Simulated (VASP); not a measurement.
A run of VASP 6.6.1 is set up as follows.

Contents of POSCAR:

```
C
1.0
    0.0000000000      1.8068380860      1.8068380860
    1.8068380860      0.0000000000      1.8068380860
    1.8068380860      1.8068380860      0.0000000000
C
2
Direct
    0.7500000000      0.7500000000      0.7500000000
    0.5000000000      0.5000000000      0.5000000000
```

INCAR.step1

```
PREC = Accurate
ENCUT = 520
ISMEAR = -1
SIGMA = 0.05
LREAL = F
LASPH = T
NELM = 100
NBANDS = 11
GGA = PE
ALGO = Normal
EDIFF = 1E-4
LWAVE = T
LCHARG = F
```

INCAR.step2

```
PREC = Accurate
ENCUT = 520
EDIFF = 1E-6
ISMEAR = -1
SIGMA = 0.05
LREAL = F
LASPH = T
NELM = 100
ALGO = Normal
ISIF = 2
LWAVE = F
LCHARG = F
METAGGA = R2SCAN
LMIXTAU = T
IVDW = 12
VDW_S6 = 1.0
VDW_S8 = 0.78981345
VDW_A1 = 0.49484001
VDW_A2 = 5.73083694
NBANDS = 11
ISTART = 1
```

File KPOINTS:

```
Automatic mesh
0
Gamma
  13 13 13
```

Potentials or basis: VASP PAW PBE potentials, release 64 (C).

Command:

```sh
$ cat potpaw_PBE.64/C/POTCAR > POTCAR
$ cp INCAR.step1 INCAR
$ mpirun -np 1 vasp_std > vasp.out
$ cp INCAR.step2 INCAR
$ mpirun -np 1 vasp_std > vasp.out
```

Q: Predict the dispersion energy per atom.

A: -0.086 eV.

Q: Estimate the band gap on the k mesh.

A: 4.25 eV, indirect (least direct gap 5.73 eV).

Q: What does it give for the pressure?

A: -20.0 GPa.

Caveat: the PAW data sets were made with another functional, which shifts forces and pressure a little. r2SCAN opens gaps a little over a GGA but as a rule still falls short of measured ones.
